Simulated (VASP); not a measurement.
# Cs in VASP: single point with PBE

Aim: the single point of Cs with PBE.

Program: VASP 6.6.1. These are calculated values, not measurements. Logs are shortened: lines on timing, memory, paths and dates and some standing lists are left out, and cuts for length are marked.

## 1. The cell of the first run

The cell holds a slab with vacuum, 3 atoms: a = 6.154 Å, b = 6.154 Å, c = 26.154 Å, α = 90.00°, β = 90.00°, γ = 90.00°.

## 2. Single point, PBE

POSCAR

```
Cs
1.0
    6.1543120882      0.0000000000      0.0000000000
    0.0000000000      6.1543120882      0.0000000000
    0.0000000000      0.0000000000     26.1543000000
Cs
3
Direct
    0.0000000000      0.0000000000      0.3823460752
    0.5000000000      0.5000000000      0.5000000000
    0.0000000000      0.0000000000      0.6176539248
```

INCAR.step1

```
PREC = Accurate ; ENCUT = 520
EDIFF = 1E-6 ; ISMEAR = -1
SIGMA = 0.08 ; LREAL = False
LASPH = True ; NELM = 100
ALGO = Normal ; ISIF = 2
LWAVE = False ; LCHARG = True
LDIPOL = True ; IDIPOL = 3
DIPOL = 0.5 0.5 0.500 ; GGA = PE
NBANDS = 20
```

KPOINTS.step1

```
regular mesh
0
Gamma
  6 6 1
```

INCAR.step2

```
PREC = Accurate ; ENCUT = 520
EDIFF = 1E-6 ; ISMEAR = -5
SIGMA = 0.08 ; LREAL = False
LASPH = True ; NELM = 100
ALGO = Normal ; ISIF = 2
LWAVE = False ; LCHARG = False
LDIPOL = True ; IDIPOL = 3
DIPOL = 0.5 0.5 0.500 ; GGA = PE
LORBIT = 11 ; NEDOS = 2001
ICHARG = 11
```

KPOINTS.step2

```
regular mesh
0
Gamma
  9 9 1
```

Potentials or basis: VASP PAW PBE potentials, release 64 (Cs_sv).

On the command line:

```console
$ cat potpaw_PBE.64/Cs_sv/POTCAR > POTCAR
$ cp INCAR.step1 INCAR
$ cp KPOINTS.step1 KPOINTS
$ mpirun -np 1 vasp_std > vasp.out
$ cp INCAR.step2 INCAR
$ cp KPOINTS.step2 KPOINTS
$ mpirun -np 1 vasp_std > vasp.out
```

OUTCAR:

```text
PREC = Accurate
   ENCUT = 520
   EDIFF = 1E-6
   ISMEAR = -5
   LREAL = False
   LASPH = True
   NELM = 100
   ISIF = 2
   GGA = PE
   LORBIT = 11
   ICHARG = 11

 ion  position               nearest neighbor table
   1  0.000  0.000  0.382-
   2  0.500  0.500  0.500-
   3  0.000  0.000  0.618-

  LATTYP: Found a simple tetragonal cell.
 ALAT       =     6.1543120882
 C/A-ratio  =     4.2497519829

  Lattice vectors:

 A1 = (   6.1543120882,   0.0000000000,   0.0000000000)
 A2 = (   0.0000000000,   6.1543120882,   0.0000000000)
 A3 = (   0.0000000000,   0.0000000000,  26.1543000000)

Analysis of symmetry for initial positions (statically):
=====================================================================
 Subroutine PRICEL returns:
 Original cell was already a primitive cell.

 Routine SETGRP: Setting up the symmetry group for a
 simple tetragonal supercell.

 Subroutine GETGRP returns: Found 16 space group operations
 (whereof 16 operations were pure point group operations)
 out of a pool of 16 trial point group operations.

The static configuration has the point symmetry D_4h.

Analysis of symmetry for dynamics (positions and initial velocities):
=====================================================================
 Subroutine PRICEL returns:
 Original cell was already a primitive cell.

 Routine SETGRP: Setting up the symmetry group for a
 simple tetragonal supercell.

 Subroutine GETGRP returns: Found 16 space group operations
 (whereof 16 operations were pure point group operations)
 out of a pool of 16 trial point group operations.

The dynamic configuration has the point symmetry D_4h.

 Subroutine INISYM returns: Found 16 space group operations
 (whereof 16 operations are pure point group operations),
 and found     1 'primitive' translations

----------------------------------------------------------------------------------------

                                     Primitive cell

  volume of cell :     990.6087

  direct lattice vectors                    reciprocal lattice vectors
     6.154312088  0.000000000  0.000000000     0.162487697  0.000000000  0.000000000
     0.000000000  6.154312088  0.000000000     0.000000000  0.162487697  0.000000000
     0.000000000  0.000000000 26.154300000     0.000000000  0.000000000  0.038234631

  length of vectors
     6.154312088  6.154312088 26.154300000     0.162487697  0.162487697  0.038234631

  position of ions in fractional coordinates (direct lattice)
     0.000000000  0.000000000  0.382346075
     0.500000000  0.500000000  0.500000000
     0.000000000  0.000000000  0.617653925

  ion indices of the primitive-cell ions
   primitive index   ion index
                 1           1
                 2           2
                 3           3

----------------------------------------------------------------------------------------

 KPOINTS: regular mesh

Automatic generation of k-mesh.
 Grid dimensions read from file:
 generate k-points for:    9    9    1

 Generating k-lattice:

  Cartesian coordinates                     Fractional coordinates (reciprocal lattice)
     0.018054189  0.000000000  0.000000000     0.111111111  0.000000000  0.000000000
     0.000000000  0.018054189  0.000000000     0.000000000  0.111111111  0.000000000
     0.000000000  0.000000000  0.038234631     0.000000000  0.000000000  1.000000000

  Length of vectors
     0.018054189  0.018054189  0.038234631

  Shift w.r.t. Gamma in fractional coordinates (k-lattice)
     0.000000000  0.000000000  0.000000000

 TETIRR: Found    111 inequivalent tetrahedra from      486

 Subroutine IBZKPT returns following result:
 ===========================================

 Found     15 irreducible k-points:

 Following reciprocal coordinates:
            Coordinates               Weight
  0.000000  0.000000  0.000000      1.000000
  0.111111  0.000000  0.000000      4.000000
  0.222222  0.000000  0.000000      4.000000
  0.333333  0.000000  0.000000      4.000000
  0.444444  0.000000  0.000000      4.000000
  0.111111  0.111111  0.000000      4.000000
  0.222222  0.111111  0.000000      8.000000
  0.333333  0.111111  0.000000      8.000000
  0.444444  0.111111  0.000000      8.000000
  0.222222  0.222222  0.000000      4.000000
  0.333333  0.222222  0.000000      8.000000
  0.444444  0.222222  0.000000      8.000000
  0.333333  0.333333  0.000000      4.000000
  0.444444  0.333333  0.000000      8.000000
  0.444444  0.444444  0.000000      4.000000
   k-points           NKPTS =     15   k-points in BZ     NKDIM =     15   number of bands    NBANDS=     17
   number of dos      NEDOS =   2001   number of ions     NIONS =      3
   total plane-waves  NPLWV = 451584
   dimension x,y,z NGX =    48 NGY =   48 NGZ =  196
   dimension x,y,z NGXF=    96 NGYF=   96 NGZF=  392
   ions per type =               3
   NGX,Y,Z   is equivalent  to a cutoff of  12.97, 12.97, 12.46 a.u.
   NGXF,Y,Z  is equivalent  to a cutoff of  25.93, 25.93, 24.92 a.u.
 SYSTEM =  unknown system
   PREC   = accura    normal or accurate (medium, high low for compatibility)
   ISTART =      0    job   : 0-new  1-cont  2-samecut
   ICHARG =     11    charge: 1-file 2-atom 10-const
   ISPIN  =      1    spin polarized calculation?
   LNONCOLLINEAR =      F non collinear calculations
   LSORBIT =      F    spin-orbit coupling
   LASPH  =      T    aspherical Exc in radial PAW
   ENCUT  =  520.0 eV  38.22 Ry    6.18 a.u.  11.44 11.44 48.63*2*pi/ulx,y,z
   NELM   =    100;   NELMIN=  2; NELMDL=  0     # of ELM steps
   EDIFF  = 0.1E-05   stopping-criterion for ELM
   LREAL  =      F    real-space projection
   EDIFFG = 0.1E-04   stopping-criterion for IOM
   NSW    =      0    number of steps for IOM
   IBRION =     -1    ionic relax: 0-MD 1-quasi-New 2-CG
   NFREE  =      0    steps in history (QN), initial steepest desc. (CG)
   ISIF   =      2    stress and relaxation
   ISYM   =      2    0-nonsym 1-usesym 2-fastsym
   POTIM  = 0.5000    time-step for ionic-motion
   TEBEG  =    0.0;   TEEND  =   0.0 temperature during run
   PSTRESS=    0.0 pullay stress
   NELECT =      27.0000    total number of electrons
   NUPDOWN=      -1.0000    fix difference up-down
   EMIN   =  10.00;   EMAX   =-10.00  energy-range for DOS
   EFERMI =   0.00;   METHOD = LEGACY
   ISMEAR =    -5;   SIGMA  =   0.08  broadening in eV -4-tet -1-fermi 0-gaus
   EFERMI_NEDOS =   21; number of points for ismear=-14 and -15
   IALGO  =     38    algorithm
   IMIX   =      4    mixing-type and parameters
     AMIX     =   0.40;   BMIX     =  1.00
     AMIX_MAG =   1.60;   BMIX_MAG =  1.00
  volume/ion in A,a.u.               =     330.20      2228.32
  Fermi-wavevector in a.u.,A,eV,Ry     =   0.492677  0.931024  3.302547  0.242730
  Thomas-Fermi vector in A             =   1.496701
   LORBIT       =     11    0 simple, 1 ext, 2 COOP (PROOUT), +10 PAW based schemes
   GGA     = PE    functional components
   LHFCALC =     F    Hartree Fock is set to
   AEXX    =    0.0000 exact exchange contribution
   IVDW    =     0    specifies the selected vdW correction
   LEPSILON=     F    determine dielectric tensor
   LRPA    =     F    only Hartree local field effects (RPA)
 non-spin polarized calculation
 Fermi weights with tetrahedron method with Bloechl corrections
  energy-cutoff  :      520.00
  volume of cell :      990.61
 maximum number of plane-waves:     26765
 NGX is ok and might be reduce to    48

 number of electron      27.0000004 magnetization

 dipolmoment           0.000000      0.000000     -0.000000 electrons x Angstroem

 Free energy of the ion-electron system (eV)
  ---------------------------------------------------
  ext. energy  EPLUGINS =         0.00000000
  ---------------------------------------------------
  free energy    TOTEN  =        -2.21399408 eV

  energy without entropy =       -2.21399408  energy(sigma->0) =       -2.21399408

 E-fermi :  -1.0994     XC(G=0):  -2.4427

 val. band max:       -1.1334715043   @ k =   0.4444   0.3333   0.0000
 cond. band min:      -1.0893162665   @ k =   0.4444   0.1111   0.0000
 fundamental gap:      0.0441552377
 Fermi energy:        -1.0993699711

 k-point     1 :       0.0000    0.0000    0.0000
  band No.  band energies     occupation
      1     -25.2425      2.00000
      2     -25.2423      2.00000
      3     -24.9527      2.00000
      4     -12.0632      2.00000
      5     -12.0567      2.00000
      6     -12.0242      2.00000
[... 9 lines left out ...]
     16      -0.2633      0.00000
     17       0.0616      0.00000

 k-point     2 :       0.1111    0.0000    0.0000
  band No.  band energies     occupation
      1     -25.2425      2.00000
      2     -25.2423      2.00000
      3     -24.9526      2.00000
      4     -12.0637      2.00000
      5     -12.0562      2.00000
      6     -12.0261      2.00000
[... 9 lines left out ...]
     16      -0.2737      0.00000
     17       0.0969      0.00000

 k-point     3 :       0.2222    0.0000    0.0000
  band No.  band energies     occupation
      1     -25.2424      2.00000
      2     -25.2422      2.00000
      3     -24.9525      2.00000
      4     -12.0651      2.00000
      5     -12.0548      2.00000
      6     -12.0308      2.00000
[... 212 lines left out ...]
 k-point    14 :       0.4444    0.3333    0.0000
  band No.  band energies     occupation
      1     -25.2419      2.00000
      2     -25.2418      2.00000
      3     -24.9521      2.00000
      4     -12.0621      2.00000
      5     -12.0504      2.00000
      6     -12.0435      2.00000
[... 9 lines left out ...]
     16      -0.1652      0.00000
     17      -0.1554      0.00000

 k-point    15 :       0.4444    0.4444    0.0000
  band No.  band energies     occupation
      1     -25.2419      2.00000
      2     -25.2417      2.00000
      3     -24.9521      2.00000
      4     -12.0602      2.00000
      5     -12.0500      2.00000
      6     -12.0448      2.00000
[... 9 lines left out ...]
     16      -0.2307      0.00000
     17      -0.1594      0.00000

------------------------ aborting loop because EDIFF is reached ----------------------------------------

 vacuum level on the upper side and lower side of the slab       (xc-potential included)        -0.078        -0.078

  FORCE on cell =-STRESS in cart. coord.  units (eV):
  Direction    XX          YY          ZZ          XY          YZ          ZX
  --------------------------------------------------------------------------------------
  -------------------------------------------------------------------------------------
  Total       -0.4115875     -0.4115875      0.0248269      0.0000000      0.0000000      0.0000000
  in kB       -0.6656878     -0.6656878      0.0401542      0.0000000      0.0000000      0.0000000
  external PRESSURE =      -0.4304071 kB  Pullay stress =       0.0000000 kB

 VOLUME and BASIS-vectors are now :
 -----------------------------------------------------------------------------
  energy-cutoff  :      520.00
  volume of cell :      990.61
      direct lattice vectors                 reciprocal lattice vectors
     6.154312088  0.000000000  0.000000000     0.162487697  0.000000000  0.000000000
     0.000000000  6.154312088  0.000000000     0.000000000  0.162487697  0.000000000
     0.000000000  0.000000000 26.154300000     0.000000000  0.000000000  0.038234631

 POSITION                                       TOTAL-FORCE (eV/Angst)
 -----------------------------------------------------------------------------------
      0.00000      0.00000      9.99999         0.000000      0.000000     -0.010548
      3.07716      3.07716     13.07715         0.000000     -0.000000      0.000000
      0.00000      0.00000     16.15431        -0.000000      0.000000      0.010548
 -----------------------------------------------------------------------------------
    total drift:                                0.000000     -0.000000     -0.000000

  FREE ENERGIE OF THE ION-ELECTRON SYSTEM (eV)
  ---------------------------------------------------
  free  energy   TOTEN  =        -2.2139940815 eV

  energy  without entropy=       -2.2139940815  energy(sigma->0) =       -2.21399408

 vacuum level on the upper side and lower side of the slab         0.825         0.825

 total charge

# of ion       s       p       d       tot
------------------------------------------
    1        1.854   4.681   0.006   6.540
    2        1.853   4.685   0.007   6.546
    3        1.854   4.681   0.006   6.540
--------------------------------------------------
tot          5.561  14.046   0.019  19.627
```

Run time: 12 min. Hardware: 1 thread of Intel Xeon 8259CL, shared host; peak memory 0.89 GiB.

Results:

```yaml
Valence_electrons_inside_the_program's_atomic_spheres: Cs 6.54, 6.55 (each value once)
```

Levels at points of the mesh, in eV from the Fermi level:
```
           k point  band 10  band 11  band 12  band 13  band 14  band 15  band 16  band 17
(0.00, 0.00, 0.00)   -10.67   -10.64   -10.64    -1.40    -0.62     0.27     0.84     1.16
```

Caveat: spin-orbit coupling is left out, which moves the levels of the heavy elements; tetrahedron occupations give inexact forces and stress in metals.
